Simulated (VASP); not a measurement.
A run of VASP 6.6.1 is set up as follows.

File INCAR:

```
PREC = Accurate ; ENCUT = 520
EDIFF = 1E-6 ; ISMEAR = 0
SIGMA = 0.15 ; LREAL = False
LASPH = True ; NELM = 80
ALGO = Normal ; ISIF = 2
LWAVE = False ; LCHARG = True
GGA = PE ; LELF = True
LVHAR = True ; NBANDS = 16
```

The input KPOINTS:

```
regular mesh
0
Gamma
  16 16 16
```

Contents of POSCAR:

```
CoSi2
1.0
    0.0000000000      2.8139360127      2.7469375362
    2.8139360127      0.0000000000      2.7469375362
    2.8139360127      2.8139360127      0.0000000000
Co Si
1 2
Direct
    0.0000000000      0.0000000000      0.0000000000
    0.2500000000      0.2500000000      0.2500000000
    0.7500000000      0.7500000000      0.7500000000
```

Potentials or basis: VASP PAW PBE potentials, release 64 (Co, Si).

Run with:

```console
$ cat potpaw_PBE.64/Co/POTCAR potpaw_PBE.64/Si/POTCAR > POTCAR
$ mpirun -np 1 vasp_std > vasp.out
```

(1) Predict the band gap on the k mesh.

(2) What does it give for the pressure?

Results:

(1) zero (an odd number of electrons rules out a gap without spin polarisation).

(2) -16.1 GPa.

Caveat: the cell differs from its parent crystal (strain +0.050 along x and y, +0.025 along z); the cell stands under tension; the run has no spin polarisation, though such a crystal can be magnetic.
